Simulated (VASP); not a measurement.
# NaCl in VASP: a series of runs, part 2 of 2

VASP 6.6.1. Earlier steps stand in the parts before.

### 5 Single point, PBEsol (volume scaled by 1.06)

Contents of INCAR:

```
ALGO = Normal ; EDIFF = 1E-6
ENCUT = 520 ; GGA = PS
ISIF = 2 ; ISMEAR = -1
LASPH = True ; LCHARG = False
LREAL = False ; LWAVE = False
NBANDS = 14 ; NELM = 60
PREC = Accurate ; SIGMA = 0.02
```

Contents of KPOINTS:

```
k-points
0
Gamma
  8 8 8
```

Contents of POSCAR:

```
NaCl
1.0
    2.9160926721      0.0000000000      0.0000000000
    0.0000000000      2.9160926721      0.0000000000
    0.0000000000      0.0000000000      2.9160926721
Na Cl
1 1
Direct
    0.0000000000      0.0000000000      0.0000000000
    0.5000000000      0.5000000000      0.5000000000
```

Potentials or basis: VASP PAW PBE potentials, release 64 (Na_pv, Cl).

On the command line:

```
$ cat potpaw_PBE.64/Na_pv/POTCAR potpaw_PBE.64/Cl/POTCAR > POTCAR
$ mpirun -np 1 vasp_std > vasp.out
```

OUTCAR:

```text
EDIFF = 1E-6
   ENCUT = 520
   GGA = PS
   ISIF = 2
   ISMEAR = -1
   LASPH = True
   LREAL = False
   NELM = 60
   PREC = Accurate

 ion  position               nearest neighbor table
   1  0.000  0.000  0.000-   2 2.53   2 2.53   2 2.53   2 2.53   2 2.53   2 2.53   2 2.53   2 2.53

   2  0.500  0.500  0.500-   1 2.53   1 2.53   1 2.53   1 2.53   1 2.53   1 2.53   1 2.53   1 2.53

  LATTYP: Found a simple cubic cell.
 ALAT       =     2.9160926721

[... 596 lines left out ...]

------------------------ aborting loop because EDIFF is reached ----------------------------------------

  FORCE on cell =-STRESS in cart. coord.  units (eV):
  Direction    XX          YY          ZZ          XY          YZ          ZX
  --------------------------------------------------------------------------------------
  -------------------------------------------------------------------------------------
  Total        7.2794014      7.2794014      7.2794014      0.0000000     -0.0000000      0.0000000
  in kB      470.3295700    470.3295700    470.3295700      0.0000000     -0.0000000      0.0000000
  external PRESSURE =     470.3295700 kB  Pullay stress =       0.0000000 kB

 VOLUME and BASIS-vectors are now :
 -----------------------------------------------------------------------------
  energy-cutoff  :      520.00
  volume of cell :       24.80
      direct lattice vectors                 reciprocal lattice vectors
     2.916092672  0.000000000  0.000000000     0.342924630  0.000000000  0.000000000
     0.000000000  2.916092672  0.000000000     0.000000000  0.342924630  0.000000000
     0.000000000  0.000000000  2.916092672     0.000000000  0.000000000  0.342924630

 POSITION                                       TOTAL-FORCE (eV/Angst)
 -----------------------------------------------------------------------------------
      0.00000      0.00000      0.00000         0.000000      0.000000      0.000000
      1.45805      1.45805      1.45805         0.000000      0.000000      0.000000
 -----------------------------------------------------------------------------------
    total drift:                                0.000000     -0.000000     -0.000000

  FREE ENERGIE OF THE ION-ELECTRON SYSTEM (eV)
  ---------------------------------------------------
  free  energy   TOTEN  =        -5.2473704447 eV

  energy  without entropy=       -5.2473704447  energy(sigma->0) =       -5.24737044
```

stdout:

```text
POSCAR found type information on POSCAR NaCl
 POSCAR found :  2 types and       2 ions
 scaLAPACK will be used
 -----------------------------------------------------------------------------
|                                                                             |
|                                                                             |
|     You enforced a specific xc type in the INCAR file but a different       |
|     I HOPE YOU KNOW WHAT YOU ARE DOING!                                     |
|                                                                             |
 -----------------------------------------------------------------------------

 LDA part: xc-table for (Slater+PW92), standard interpolation
 POSCAR, INCAR and KPOINTS ok, starting setup
 FFT: planning ... GRIDC
 FFT: planning ... GRID_SOFT
 FFT: planning ... GRID
 WAVECAR not read
 entering main loop
```

It took 6.7 s on 1 thread of Intel Xeon Platinum 8559C (Emerald Rapids), shared host; peak memory 0.13 GiB.

What came out:

| Property | Result |
| --- | --- |
| Free energy | -5.2474 eV |
| Pressure | 47.0 GPa |
| Band gap on the k mesh | 4.43 eV, direct |

Caveat: the PAW data sets were made with another functional, which shifts forces and pressure a little. A k mesh can miss the band edges.

### 6 Single point, PBEsol (equal xx and yy strain of -2 %)

Contents of INCAR:

```
PREC = Accurate ; ENCUT = 520
EDIFF = 1E-6 ; ISMEAR = -1
SIGMA = 0.02 ; LREAL = F
LASPH = T ; NELM = 80
ALGO = Normal ; ISIF = 2
LWAVE = F ; LCHARG = F
GGA = PS ; NBANDS = 14
```

Contents of KPOINTS:

```
Automatic mesh
0
Gamma
  8 8 8
```

Contents of POSCAR:

```
NaCl
1.0
    2.8028000000      0.0000000000      0.0000000000
    0.0000000000      2.8028000000      0.0000000000
    0.0000000000      0.0000000000      2.8600000000
Na Cl
1 1
Direct
    0.0000000000      0.0000000000      0.0000000000
    0.5000000000      0.5000000000      0.5000000000
```

Potentials or basis: VASP PAW PBE potentials, release 64 (Na_pv, Cl).

On the command line:

```
$ cat potpaw_PBE.64/Na_pv/POTCAR potpaw_PBE.64/Cl/POTCAR > POTCAR
$ mpirun -np 1 vasp_std > vasp.out
```

Wall time 8.7 s (1 thread of Intel Xeon Platinum 8559C (Emerald Rapids), shared host); peak memory 0.15 GiB.

The run converged. Its results:

```
Free energy            : -4.3970 eV
Pressure               : 70.8 GPa
Band gap on the k mesh : 3.94 eV, direct
```

Stress tensor (GPa, compression positive):
```
72.63  0.00  0.00
 0.00 72.63  0.00
 0.00  0.00 67.12
```

Levels at points of the mesh, in eV from the valence-band top:
```tsv
k point	band 4	band 5	band 6	band 7	band 8	band 9	band 10	band 11
(0.00, 0.00, 0.00)	-17.48	-1.69	-1.32	-1.32	6.00	6.29	7.50	17.70
(0.50, 0.00, 0.00)	-15.57	-7.48	-1.17	-0.79	8.79	9.27	12.23	12.75
(0.50, 0.50, 0.00)	-14.75	-5.77	-5.77	-0.26	3.94	10.37	12.25	12.25
(0.00, 0.00, 0.50)	-15.71	-7.44	-0.88	-0.88	8.89	9.22	12.77	12.77
(0.50, 0.00, 0.50)	-14.90	-5.89	-5.70	0.00	3.94	10.63	12.69	12.78
(0.50, 0.50, 0.50)	-13.50	-5.28	-5.28	-5.11	5.84	5.97	5.97	17.22
```

Caveat: the cell differs from its parent crystal (equal xx and yy strain of -2 %); the PAW data sets were made with another functional, which shifts forces and pressure a little. A k mesh can miss the band edges.

### 7 The runs side by side

| cell | gap on the mesh (eV) | pressure (GPa) |
| --- | --- | --- |
| a = 2.821 Å, 2 atoms | 4.03 | 70.9 |
| a = 2.850 Å, 2 atoms | 4.16 | 62.6 |
| a = 2.879 Å, 2 atoms | 4.28 | 55.4 |
| a = 2.916 Å, 2 atoms | 4.43 | 47.0 |
| a = 2.803, b = 2.803, c = 2.860 Å, 2 atoms | 3.94 | 70.8 |

Alike in all rows: task single point; level PBEsol; potentials or basis VASP PAW PBE potentials, release 64 (Na_pv, Cl); no spin polarisation; k mesh 8 × 8 × 8; cutoff (eV) 520; smearing fermi-dirac 0.02 eV.

Caveats: the PAW data sets were made with another functional, which shifts forces and pressure a little.

Total energies depend on the potentials used, so only differences within one code and one set of settings carry meaning.
